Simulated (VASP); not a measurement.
Wanted: the native input for a VASP 6.6.1 run.

- Task: single point
- Functional: PBEsol
- Potentials or basis: VASP PAW PBE potentials, release 64 (In_d, Ga_d, As)
- Cutoff: 520 eV
- k mesh: 12 × 12 × 10
- Occupations: gaussian, width 0.15 eV
- Spin: no spin polarisation
- Dipole correction: no
- Further INCAR settings: ALGO = Normal; EDIFF = 1e-06; NBANDS = 26

The structure of InGaAs2 lies in POSCAR:

```
InGaAs2
1.0
    4.2250012014      0.0000000000      0.0000000000
    0.0000000000      4.2250012014      0.0000000000
    0.0000000000      0.0000000000      5.9621480000
In Ga As
1 1 2
Direct
    0.0000000000      0.0000000000      0.5000000000
    0.5000000000      0.5000000000      0.0000000000
    0.5000000000      0.0000000000      0.7684750000
    0.0000000000      0.5000000000      0.2315250000
```

These files were run (other wordings do the same):

INCAR

```
SYSTEM = InGaAs2
PREC     = Accurate       ! precision mode
ENCUT    = 520            ! plane-wave cutoff, eV
EDIFF    = 1E-6           ! SCF threshold, eV
ISMEAR   = 0              ! smearing method
SIGMA    = 0.15           ! smearing width, eV
LREAL    = .FALSE.        ! projectors in reciprocal space
LASPH    = .TRUE.         ! aspherical terms in the spheres
NELM     = 60             ! most SCF steps
ALGO     = Normal         ! electronic algorithm
ISIF     = 2              ! what is computed and relaxed
LWAVE    = .FALSE.        ! write WAVECAR
LCHARG   = .TRUE.         ! write CHGCAR
GGA      = PS             ! functional
LELF     = .TRUE.         ! ELF
LVHAR    = .TRUE.       
NBANDS   = 26             ! bands
```

KPOINTS

```
regular mesh
0
G
  12 12 10
  0 0 0
```

Potentials or basis: VASP PAW PBE potentials, release 64 (In_d, Ga_d, As).

Command:

```bash
$ cat potpaw_PBE.64/In_d/POTCAR potpaw_PBE.64/Ga_d/POTCAR potpaw_PBE.64/As/POTCAR > POTCAR
$ mpirun -np 1 vasp_std > vasp.out
```

It gave:

```yaml
Pressure: -2.6 GPa
Largest_force: 0.035 eV/Å
Band_gap_on_the_k_mesh: zero (filled and empty bands touch)
```

Caveat: the PAW data sets were made with another functional, which shifts forces and pressure a little; spin-orbit coupling is left out, which moves the levels of the heavy elements.

Run time: 2.8 min on 1 thread of AMD EPYC 9R45 96-Core Processor (Zen 5), on a shared host, peak memory 0.54 GiB.
